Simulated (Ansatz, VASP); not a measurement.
# Two plane-wave programs on LiCl

The input POSCAR:

```
LiCl
1.0
    0.0000000000      2.5647600000      2.4365220000
    2.5647600000      0.0000000000      2.4365220000
    2.5647600000      2.5647600000      0.0000000000
Li Cl
1 1
Direct
    0.0000000000      0.0000000000      0.0000000000
    0.5000000000      0.5000000000      0.5000000000
```

Contents of INCAR.step1:

```
SYSTEM = LiCl
  ALGO = Normal
  EDIFF = 1E-4
  ENCUT = 520
  GGA = PE
  ISMEAR = 0
  LASPH = .True.
  LCHARG = .False.
  LREAL = .False.
  LWAVE = .True.
  NBANDS = 12
  NELM = 60
  PREC = Accurate
  SIGMA = 0.05
```

Contents of INCAR.step2:

```
SYSTEM = LiCl
  ALGO = Normal
  EDIFF = 1E-6
  ENCUT = 520
  ISIF = 2
  ISMEAR = 0
  ISTART = 1
  LASPH = .True.
  LCHARG = .True.
  LELF = .True.
  LMIXTAU = .True.
  LREAL = .False.
  LVHAR = .True.
  LWAVE = .False.
  METAGGA = R2SCAN
  NBANDS = 12
  NELM = 60
  PREC = Accurate
  SIGMA = 0.05
```

File KPOINTS:

```
k-points
0
Gamma
  8 8 8
  0 0 0
```

Input for Ansatz:

```yaml
crystal:
  lattice:
    - [0.0, 2.56476, 2.436522]
    - [2.56476, 0.0, 2.436522]
    - [2.56476, 2.56476, 0.0]
  atoms:
    - { symbol: Li, position: [0.0, 0.0, 0.0] }
    - { symbol: Cl, position: [0.5, 0.5, 0.5] }
basis:
  ecutwfc: 500
kpoints:
  mp_grid: { grid: [8, 8, 8] }
hamiltonian:
  xc: r2scan
scf:
  occupations: { method: gaussian, width: 0.05 }
output:
  forces: true
  stress: true
  eigenvalues: true
```

Change from the starting cell: strain +0.000 along x and y, -0.050 along z, atoms carried along.

Alike in both runs: task single point; functional r2SCAN; k mesh 8 × 8 × 8; occupations gaussian, width 0.05 eV; no spin polarisation.

```csv
,VASP,Ansatz
version,VASP 6.6.1,Ansatz 0.2.0
potentials or method,"VASP PAW PBE potentials, release 64 (Li_sv, Cl), cutoff 520 eV","scalar-relativistic, plane waves, PAW"
valence electrons in the cell,10,10
```

VASP gave:

```
gap on the k mesh at the Fermi level (eV) : 7.53
least direct gap on the mesh (eV)         : 7.59
```

**Question.** Which values does Ansatz return?

**Answer.** gap on the k mesh at the Fermi level (eV): 7.50; least direct gap on the mesh (eV): 7.50.

VASP's potentials were made for PBE, not for r2SCAN. The functional is the same, so the differences come from potentials, cutoffs and numerics.

Noted on VASP's run: the cutoff is under 1.25 times that of the potentials, so the pressure is a little rough.
